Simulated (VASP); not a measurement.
# NbP (I4_1md) in VASP: further runs, part 2 of 2

VASP 6.6.1.

## (3) Single point, PBE

This run uses another cell than the first one, of 16.10 Å³/atom.

Input file INCAR:

```
PREC = Accurate ; ENCUT = 520
EDIFF = 1E-6 ; ISMEAR = 0
SIGMA = 0.1 ; LREAL = False
LASPH = True ; NELM = 60
ALGO = Normal ; ISIF = 2
LWAVE = False ; LCHARG = True
GGA = PE ; LELF = True
LVHAR = True ; NBANDS = 26
```

Input file KPOINTS:

```
regular mesh
0
Gamma
  18 18 18
```

Input file POSCAR:

```
NbP
1.0
   -1.6749232544      1.6749232544      5.7401081759
    1.6749232544     -1.6749232544      5.7401081759
    1.6749232544      1.6749232544     -5.7401081759
Nb P
2 2
Direct
    0.7499453741      0.7499453741      0.0000000000
    0.4999453741      0.9999453741      0.5000000000
    0.3326832009      0.3326832009      0.0000000000
    0.0826832009      0.5826832009      0.5000000000
```

Potentials or basis: VASP PAW PBE potentials, release 64 (Nb_sv, P).

The run is started by

```console
cat potpaw_PBE.64/Nb_sv/POTCAR potpaw_PBE.64/P/POTCAR > POTCAR
mpirun -np 1 vasp_std > vasp.out
```

OUTCAR:

```text
PREC = Accurate
   ENCUT = 520
   EDIFF = 1E-6
   ISMEAR = 0
   LREAL = False
   LASPH = True
   NELM = 60
   ISIF = 2
   GGA = PE

 ion  position               nearest neighbor table
   1  0.750  0.750  0.000-   4 2.55   4 2.55   3 2.55   3 2.55   3 2.55   3 2.55
   2  0.500  1.000  0.500-   3 2.55   3 2.55   4 2.55   4 2.55   4 2.55   4 2.55
   3  0.333  0.333  0.000-   2 2.55   2 2.55   1 2.55   1 2.55   1 2.55   1 2.55
   4  0.083  0.583  0.500-   1 2.55   1 2.55   2 2.55   2 2.55   2 2.55   2 2.55

  LATTYP: Found a body centered tetragonal cell.
 ALAT       =     3.3498465088
 C/A-ratio  =     3.4270872775

  Lattice vectors:

 A1 = (  -1.6749232544,   1.6749232544,   5.7401081759)
 A2 = (   1.6749232544,  -1.6749232544,   5.7401081759)
 A3 = (   1.6749232544,   1.6749232544,  -5.7401081759)

Analysis of symmetry for initial positions (statically):
=====================================================================
 Subroutine PRICEL returns:
 Original cell was already a primitive cell.

 Routine SETGRP: Setting up the symmetry group for a
 body centered tetragonal supercell.

 Subroutine GETGRP returns: Found  8 space group operations
 (whereof  4 operations were pure point group operations)
 out of a pool of 16 trial point group operations.

The static configuration has the point symmetry C_2v.
 The point group associated with its full space group is C_4v.

Analysis of symmetry for dynamics (positions and initial velocities):
=====================================================================
 Subroutine PRICEL returns:
 Original cell was already a primitive cell.

 Routine SETGRP: Setting up the symmetry group for a
 body centered tetragonal supercell.

 Subroutine GETGRP returns: Found  8 space group operations
 (whereof  4 operations were pure point group operations)
 out of a pool of 16 trial point group operations.

[... 122 lines left out ...]
   IALGO  =     38    algorithm
   IMIX   =      4    mixing-type and parameters
     AMIX     =   0.40;   BMIX     =  1.00
     AMIX_MAG =   1.60;   BMIX_MAG =  1.00
  volume/ion in A,a.u.               =      16.10       108.67
  Fermi-wavevector in a.u.,A,eV,Ry     =   1.348504  2.548304 24.741706  1.818464
  Thomas-Fermi vector in A             =   2.476168
   LORBIT       =      0    0 simple, 1 ext, 2 COOP (PROOUT), +10 PAW based schemes
   GGA     = PE    functional components
   LHFCALC =     F    Hartree Fock is set to
   AEXX    =    0.0000 exact exchange contribution
   IVDW    =     0    specifies the selected vdW correction
   LEPSILON=     F    determine dielectric tensor
   LRPA    =     F    only Hartree local field effects (RPA)
 non-spin polarized calculation
 Gauss-broadening in eV      SIGMA  =   0.10
  energy-cutoff  :      520.00
  volume of cell :       64.41
 maximum number of plane-waves:      1756
 NGX is ok and might be reduce to    48

 number of electron      35.9999999 magnetization

 Free energy of the ion-electron system (eV)
  ---------------------------------------------------
  ext. energy  EPLUGINS =         0.00000000
  ---------------------------------------------------
  free energy    TOTEN  =       -35.31911122 eV

  energy without entropy =      -35.31718938  energy(sigma->0) =      -35.31815030

 E-fermi :  10.5632     XC(G=0): -11.9883

 val. band max:       10.5527956511   @ k =  -0.1667  -0.4444   0.1667
 cond. band min:      10.5750639713   @ k =  -0.0556  -0.4444   0.0556
 fundamental gap:      0.0222683202
 Fermi energy:        10.5631623957

 k-point     1 :       0.0000    0.0000    0.0000
  band No.  band energies     occupation
      1     -44.3905      2.00000
      2     -44.3537      2.00000
      3     -20.6493      2.00000
      4     -20.4510      2.00000
      5     -20.4510      2.00000
      6     -20.3096      2.00000
[... 685 lines left out ...]
     25      15.2990      0.00000
     26      16.0890      0.00000

 [... further k-points ...]

------------------------ aborting loop because EDIFF is reached ----------------------------------------

  FORCE on cell =-STRESS in cart. coord.  units (eV):
  Direction    XX          YY          ZZ          XY          YZ          ZX
  --------------------------------------------------------------------------------------
  -------------------------------------------------------------------------------------
  Total       -0.5407572     -0.5407572     -0.7166599      0.0000000      0.0000000      0.0000000
  in kB      -13.4506409    -13.4506409    -17.8259954      0.0000000      0.0000000      0.0000000
  external PRESSURE =     -14.9090924 kB  Pullay stress =       0.0000000 kB

 VOLUME and BASIS-vectors are now :
 -----------------------------------------------------------------------------
  energy-cutoff  :      520.00
  volume of cell :       64.41
      direct lattice vectors                 reciprocal lattice vectors
    -1.674923254  1.674923254  5.740108176     0.000000000  0.298521140  0.087106372
     1.674923254 -1.674923254  5.740108176     0.298521140  0.000000000  0.087106372
     1.674923254  1.674923254 -5.740108176     0.298521140  0.298521140  0.000000000

 POSITION                                       TOTAL-FORCE (eV/Angst)
 -----------------------------------------------------------------------------------
      0.00000      0.00000      8.60954         0.000000     -0.000000     -0.003299
      1.67492      0.00000      5.73948        -0.000000      0.000000     -0.003299
      0.00000      0.00000      3.81928        -0.000000     -0.000000      0.003299
      1.67492      0.00000      0.94922         0.000000     -0.000000      0.003299
 -----------------------------------------------------------------------------------
    total drift:                               -0.000000     -0.000000      0.000192

  FREE ENERGIE OF THE ION-ELECTRON SYSTEM (eV)
  ---------------------------------------------------
  free  energy   TOTEN  =       -35.3191112243 eV

  energy  without entropy=      -35.3171893794  energy(sigma->0) =      -35.31815030
```

stdout:

```text
POSCAR found type information on POSCAR NbP
 POSCAR found :  2 types and       4 ions
 scaLAPACK will be used
 LDA part: xc-table for (Slater+PW92), standard interpolation
 POSCAR, INCAR and KPOINTS ok, starting setup
 FFT: planning ... GRIDC
 FFT: planning ... GRID_SOFT
 FFT: planning ... GRID
 WAVECAR not read
 entering main loop
```

It took 25 min on 1 thread of AMD EPYC 9R45 (Zen 5), shared host; peak memory 0.79 GiB.

Results:

- Free energy: -35.3191 eV
- Pressure: -1.5 GPa
- Largest force: 0.003 eV/Å
- Band gap on the k mesh: zero (bands 18 and 19 overlap by 0.15 eV)

Forces on the atoms (eV/Å):
```
Nb   0.000  0.000 -0.003
Nb   0.000  0.000 -0.003
P    0.000  0.000  0.003
P    0.000  0.000  0.003
```

Levels at points of the mesh, in eV from the Fermi level:
| k point | band 15 | band 16 | band 17 | band 18 | band 19 | band 20 | band 21 | band 22 |
| --- | --- | --- | --- | --- | --- | --- | --- | --- |
| (0.00, 0.00, 0.00) | -2.13 | -1.71 | -1.36 | -1.36 | 0.83 | 1.59 | 2.64 | 3.13 |
| (0.50, 0.00, 0.00) | -2.31 | -1.87 | -1.51 | -0.13 | 0.07 | 1.30 | 2.43 | 2.63 |
| (0.50, 0.50, 0.00) | -2.85 | -2.85 | -0.43 | -0.43 | 2.95 | 2.95 | 3.05 | 3.05 |
| (0.50, 0.50, 0.50) | -2.66 | -2.66 | -0.53 | -0.53 | 1.18 | 1.18 | 2.29 | 2.29 |

## (4) Single point, PBE

This run uses another cell than the first one: it holds 8 atoms, not 4.

Input file INCAR:

```
SYSTEM = NbP
PREC     = Accurate       ! precision mode
ENCUT    = 520            ! plane-wave cutoff, eV
EDIFF    = 1E-6           ! SCF threshold, eV
ISMEAR   = 0              ! smearing method
SIGMA    = 0.15           ! smearing width, eV
LREAL    = .FALSE.        ! projectors in reciprocal space
LASPH    = .TRUE.         ! aspherical terms in the spheres
NELM     = 100            ! most SCF steps
ALGO     = Normal         ! electronic algorithm
ISIF     = 2              ! what is computed and relaxed
LWAVE    = .FALSE.        ! write WAVECAR
LCHARG   = .FALSE.        ! write CHGCAR
GGA      = PE             ! functional
NBANDS   = 46             ! bands
```

Input file KPOINTS:

```
Automatic mesh
0
G
  14 14 4
  0 0 0
```

Input file POSCAR:

```
NbP
1.0
    0.0000000000     -3.3470468457      0.0000000000
   -3.3470468457      0.0000000000      0.0000000000
    0.0000000000      0.0000000000    -11.4279644616
Nb P
4 4
Direct
    0.0000000000      0.0000000000      0.2499653172
    0.5000000000      0.5000000000      0.7499653172
    1.0000000000      0.5000000000      0.4999653172
    0.5000000000      0.0000000000      0.9999653172
    0.5000000000      0.5000000000      0.1674061078
    0.0000000000      1.0000000000      0.6674061078
    0.5000000000      0.0000000000      0.4174061078
    0.0000000000      0.5000000000      0.9174061078
```

The run is started by

```console
cat potpaw_PBE.64/Nb_sv/POTCAR potpaw_PBE.64/P/POTCAR > POTCAR
mpirun -np 1 vasp_std > vasp.out
```

It took 7.4 min on 1 thread of Intel Xeon Platinum 8488C (Sapphire Rapids), shared host; peak memory 0.57 GiB.

Results (log left out):

```
Free energy            : -70.6434 eV
Pressure               : -0.4 GPa
Largest force          : 0.003 eV/Å
Band gap on the k mesh : zero (bands 36 and 37 overlap by 0.13 eV)
```

Forces in eV/Å, atoms in the order of the input:
```
Nb   0.000  0.000 -0.003
Nb   0.000  0.000 -0.003
Nb   0.000  0.000 -0.003
Nb   0.000  0.000 -0.003
P    0.000  0.000  0.003
P    0.000  0.000  0.003
P    0.000  0.000  0.003
P    0.000  0.000  0.003
```

Stress tensor (GPa, compression positive):
```
-0.41  0.00  0.00
 0.00 -0.41  0.00
 0.00  0.00 -0.33
```

Levels at points of the mesh, in eV from the Fermi level:
```csv
k point,band 33,band 34,band 35,band 36,band 37,band 38,band 39,band 40
"(0.00, 0.00, 0.00)",-1.36,-1.36,-0.54,-0.54,0.82,1.18,1.18,1.60
"(0.50, 0.00, 0.00)",-1.48,-1.48,-0.05,-0.05,-0.04,-0.04,1.51,1.51
"(0.50, 0.50, 0.00)",-0.44,-0.44,-0.44,-0.44,2.97,2.97,2.97,2.97
"(0.00, 0.00, 0.50)",-0.92,-0.92,-0.92,-0.92,0.92,0.92,1.47,1.47
"(0.50, 0.00, 0.50)",-1.51,-1.51,-0.11,-0.11,0.07,0.07,1.32,1.32
"(0.50, 0.50, 0.50)",-0.42,-0.42,-0.42,-0.42,2.98,2.98,2.98,2.98
```

## (5) Overview

| level | cell | k mesh | smearing | gap on the mesh (eV) | pressure (GPa) |
| --- | --- | --- | --- | --- | --- |
| PBE+D3(BJ) | a = 6.185 Å, angles 148.6, 148.6, 45.0°, 4 atoms, atomic positions A | 18 × 18 × 18 | gaussian 0.1 eV | none | -6.8 |
| PBE | a = 6.210 Å, angles 148.7, 148.7, 44.8°, 4 atoms, atomic positions A | 18 × 18 × 18 | gaussian 0.1 eV | none | -1.5 |
| PBE | a = 3.347, b = 3.347, c = 11.428 Å, 8 atoms, atomic positions B | 14 × 14 × 4 | gaussian 0.15 eV | none | -0.4 |

Alike in all rows: task single point; potentials or basis VASP PAW PBE potentials, release 64 (Nb_sv, P); no spin polarisation; cutoff (eV) 520.

Caveats: the cell stands under tension (at least some runs).

Absolute energies hang on the potentials; compare differences alone.
